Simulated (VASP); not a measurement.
# HfN: single point with PBE

Crystal: HfN.

```
CELL_PARAMETERS angstrom
0.00000 2.25600 2.25600
2.25600 0.00000 2.25600
2.25600 2.25600 0.00000
ATOMIC_POSITIONS crystal
Hf 0.00000 0.00000 0.00000
N 0.50000 0.50000 0.50000
```

* Program: VASP 6.6.1
* Task: single point
* Functional: PBE
* Potentials or basis: VASP PAW PBE potentials, release 64 (Hf_pv, N)
* Cutoff: 600 eV
* k mesh: 10 × 10 × 10
* Occupations: gaussian, width 0.017 eV
* Spin: no spin polarisation
* Dipole correction: no
* Further INCAR settings: ALGO = Normal; EDIFF = 1e-06; NBANDS = 14

* Pressure: 4.1 GPa

Levels at points of the mesh, in eV from the Fermi level:
| k point | band 5 | band 6 | band 7 | band 8 | band 9 | band 10 | band 11 | band 12 |
| --- | --- | --- | --- | --- | --- | --- | --- | --- |
| (0.00, 0.00, 0.00) | -3.08 | -3.08 | -3.08 | -0.38 | -0.38 | -0.38 | 1.79 | 1.94 |
| (0.50, 0.00, 0.00) | -8.95 | -6.25 | -6.25 | 3.26 | 3.69 | 3.69 | 4.41 | 8.85 |
| (0.50, 0.50, 0.00) | -5.46 | -3.86 | -3.74 | -3.74 | 4.09 | 5.52 | 5.52 | 5.60 |

Wall time 16 s on 1 thread of Intel(R) Xeon(R) Platinum 8488C (Sapphire Rapids) (shared host), peak memory 0.17 GiB.

Caveat: spin-orbit coupling is left out, which moves the levels of the heavy elements.
